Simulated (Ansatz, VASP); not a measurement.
Two plane-wave programs on K2BrF

```
CELL_PARAMETERS angstrom
2.08908 1.20613 6.96829
-2.08908 1.20613 6.96829
0.00000 -2.41226 6.96829
ATOMIC_POSITIONS crystal
F 0.00000 0.00000 0.00000
Br 0.50000 0.50000 0.50000
K 0.26714 0.26714 0.26714
K 0.73286 0.73286 0.73286
```

Alike in both runs: task single point; functional LDA; k mesh 6 × 6 × 6; no spin polarisation.

```csv
,VASP,Ansatz
version,VASP 6.6.1,Ansatz 0.2.0
potentials or method,"VASP PAW LDA potentials, release 64 (F, Br, K_sv)","plane waves, PAW"
plane-wave cutoff (eV),520,420
occupations,"gaussian, width 0.01 eV",fixed
valence electrons in the cell,32,32
```

```tsv
	VASP	Ansatz	Ansatz less VASP
gap on the k mesh at the Fermi level (eV)	3.70	3.70	-0.003
```

LDA's correlation is that of Perdew and Zunger in VASP and of Perdew and Wang (1992) in Ansatz.
